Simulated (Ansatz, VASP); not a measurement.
# Mo3W in VASP and in Ansatz

```xyz
4
Lattice="0.0000 3.1660 3.1660 3.1660 0.0000 3.1660 3.1660 3.1660 0.0000" Properties=species:S:1:pos:R:3 pbc="T T T"
Mo    0.0000    0.0000    0.0000
Mo    1.5830    1.5830    1.5830
Mo    4.7490    4.7490    4.7490
W     3.1660    3.1660    3.1660
```

Alike in both runs: task single point; functional PBE; k mesh 6 × 6 × 6; occupations gaussian, width 0.1 eV; collinear spin.

|  | VASP | Ansatz |
| --- | --- | --- |
| version | VASP 6.6.1 | Ansatz 0.2.0 |
| potentials or method | VASP PAW PBE potentials, release 64 (Mo_sv, W_sv), cutoff 500 eV | scalar-relativistic, plane waves, PAW |
| valence electrons in the cell | 56 | 56 |

Ansatz gave:

* gap on the k mesh at the Fermi level (eV): none
* pressure (GPa): 0.0
* net moment per atom (μB): 0.00

Question: What did VASP give for the same quantities?

Answer: gap on the k mesh at the Fermi level (eV): none; pressure (GPa): 0.5; net moment per atom (μB): 0.00.

A gap of «none» marks a metal or a gap that the smearing closes. Ansatz's warnings: seeded moment not kept.

Spin-orbit coupling is off throughout.
